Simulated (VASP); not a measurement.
Write the native input for VASP 6.6.1 that does the following.

- Task: single point
- Functional: PBE
- Potentials or basis: VASP PAW PBE potentials, release 64 (Hf_pv, Si, N)
- Cutoff: 520 eV
- k mesh: 6 × 6 × 2
- Occupations: gaussian, width 0.1 eV
- Spin: no spin polarisation
- Dipole correction: no
- Further INCAR settings: ALGO = Normal; EDIFF = 1e-06; NBANDS = 30

The structure of Hf3Si2N lies in POSCAR:

```
Hf3Si2N
1.0
    4.0770667800      0.0000000000      0.0000000000
   -2.0385333900      3.5308434100      0.0000000000
    0.0000000000      0.0000000000      8.8816807100
Hf Si N
3 2 1
Direct
    0.6666666700      0.3333333300      0.5000000000
    0.0000000000      0.0000000000      0.0000000000
    0.0000000000      0.0000000000      0.5000000000
    0.3333333300      0.6666666700      0.2516720000
    0.3333333300      0.6666666700      0.7483280000
    0.6666666700      0.3333333300      0.0000000000
```

The cell was built from a structure type or drawn by symmetry, and may not be a known phase.

The input as run:

INCAR

```
PREC     = Accurate       # precision mode
ENCUT    = 520            # plane-wave cutoff, eV
EDIFF    = 1E-6           # SCF threshold, eV
ISMEAR   = 0              # smearing method
SIGMA    = 0.1            # smearing width, eV
LREAL    = False          # projectors in reciprocal space
LASPH    = True           # aspherical terms in the spheres
NELM     = 100            # most SCF steps
ALGO     = Normal         # electronic algorithm
ISIF     = 2              # what is computed and relaxed
LWAVE    = False          # write WAVECAR
LCHARG   = False          # write CHGCAR
GGA      = PE             # functional
NBANDS   = 30             # bands
```

KPOINTS

```
Automatic mesh
0
Gamma
  6 6 2
```

Potentials or basis: VASP PAW PBE potentials, release 64 (Hf_pv, Si, N).

The run is started by

```bash
$ cat potpaw_PBE.64/Hf_pv/POTCAR potpaw_PBE.64/Si/POTCAR potpaw_PBE.64/N/POTCAR > POTCAR
$ mpirun -np 1 vasp_std > vasp.out
```

Results of the run:

```json
{"Pressure": "-7.1 GPa", "Largest force": "2.089 eV/Å", "Band gap on the k mesh": "zero (an odd number of electrons rules out a gap without spin polarisation)"}
```

Caveat: the cell stands under tension; spin-orbit coupling is left out, which moves the levels of the heavy elements; forces of over 1 eV/Å act on the atoms, so gaps and moduli don't describe the material at rest.

Run time: 46 s on 1 thread of AMD EPYC 9R14 (Zen 4), on a shared host, peak memory 0.22 GiB.
